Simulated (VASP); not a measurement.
Wanted: the native input for a VASP 6.6.1 run.

```
Task                   : single point
Functional             : PBE
Potentials or basis    : VASP PAW PBE potentials, release 64 (Zn, S)
Cutoff                 : 520 eV
k mesh                 : 8 × 8 × 8
Occupations            : fermi-dirac, width 0.01 eV
Spin                   : no spin polarisation
Dipole correction      : no
Further INCAR settings : ALGO = Normal; EDIFF = 1e-06; NBANDS = 16
```

The structure of ZnS lies in POSCAR:

```
ZnS
1.0
    0.0540930000      2.7316965000      2.7316965000
    2.7316965000      0.0540930000      2.7316965000
    2.7316965000      2.7316965000      0.0540930000
Zn S
1 1
Direct
    0.0000000000      0.0000000000      0.0000000000
    0.7500000000      0.7500000000      0.7500000000
```

This cell differs from its parent crystal: equal xy, yz and zx shear strains of +2 %.

These files were run (other wordings do the same):

INCAR

```
PREC = Accurate ; ENCUT = 520
EDIFF = 1E-6 ; ISMEAR = -1
SIGMA = 0.01 ; LREAL = F
LASPH = T ; NELM = 100
ALGO = Normal ; ISIF = 2
LWAVE = F ; LCHARG = T
GGA = PE ; LELF = T
LVHAR = T ; NBANDS = 16
```

KPOINTS

```
Automatic mesh
0
Gamma
  8 8 8
```

Potentials or basis: VASP PAW PBE potentials, release 64 (Zn, S).

Launch:

```console
$ cat potpaw_PBE.64/Zn/POTCAR potpaw_PBE.64/S/POTCAR > POTCAR
$ mpirun -np 1 vasp_std > vasp.out
```

Results of the run:

The pressure is 1.7 GPa and the largest force is 0.172 eV/Å. The band gap on the k mesh is 2.05 eV.

Caveat: the cell differs from its parent crystal (equal xy, yz and zx shear strains of +2 %).

Run time: 70 s on 1 thread of Intel Xeon 8259CL (shared host), peak memory 0.19 GiB.
